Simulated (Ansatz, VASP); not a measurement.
## MgO: VASP beside Ansatz

```
CELL_PARAMETERS angstrom
0.00000 2.01808 2.15970
2.01808 0.00000 2.15970
2.01808 2.01808 0.00000
ATOMIC_POSITIONS crystal
Mg 0.00000 0.00000 0.00000
O 0.50000 0.50000 0.50000
```

Change from the starting cell: epitaxial_xy strain -4.0%.

Alike in both runs: task single point; functional r2SCAN; k mesh 10 × 10 × 10; no spin polarisation.

|  | VASP | Ansatz |
| --- | --- | --- |
| version | VASP 6.6.1 | Ansatz 0.2.0 |
| potentials or method | VASP PAW PBE potentials, release 64 (Mg_sv, O) | plane waves, PAW |
| plane-wave cutoff (eV) | 920 | 500 |
| occupations | gaussian, width 0.01 eV | fixed |
| valence electrons in the cell | 16 | 16 |

```tsv
	VASP	Ansatz	Ansatz less VASP
gap on the k mesh at the Fermi level (eV)	6.16	6.15	-0.013
pressure (GPa)	12.6	12.0	-0.59
traceless stress, the component that is largest in VASP (GPa)	-12.13	-11.99	+0.135
```

VASP's potentials were made for PBE, not for r2SCAN.
